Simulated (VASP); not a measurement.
A run of VASP 6.6.1 is set up as follows.

INCAR

```
PREC = Accurate
ENCUT = 500
EDIFF = 1E-7
ISMEAR = -1
SIGMA = 0.1
LREAL = False
LASPH = True
NELM = 120
ALGO = Normal
ISIF = 3
LWAVE = False
LCHARG = False
GGA = PE
IBRION = 2
NSW = 80
EDIFFG = -0.03
PSTRESS = 300.0
GGA_COMPAT = False
NELMIN = 4
```

KPOINTS

```
Automatic mesh
0
Gamma
  18 18 18
```

POSCAR

```
Ag
1.0
    0.0000000000      2.0450000000      2.0450000000
    2.0450000000      0.0000000000      2.0450000000
    2.0450000000      2.0450000000      0.0000000000
Ag
1
Direct
    0.0000000000      0.0000000000      0.0000000000
```

Potentials or basis: VASP PAW PBE potentials, release 64 (Ag).

Run with:

```sh
$ cat potpaw_PBE.64/Ag/POTCAR > POTCAR
$ mpirun -np 1 vasp_std > vasp.out
```

Q: Predict the space group after relaxing (to 0.1 Å).

A: Fm-3m (No. 225).

Q: Estimate the relaxed volume.

A: 14.73 Å³/atom.

Q: Predict the relaxed cell.

A: a = 2.751 Å, b = 2.751 Å, c = 2.751 Å, α = 60.00°, β = 60.00°, γ = 60.00°.

Final structure:
```
Ag
1.0
     0.00000    1.94544    1.94544
     1.94544    0.00000    1.94544
     1.94544    1.94544    0.00000
Ag
1
Cartesian
  0.0000 0.0000 0.0000
```

Caveat: the cell is relaxed towards a set pressure, so the run minimises the enthalpy, not the energy.
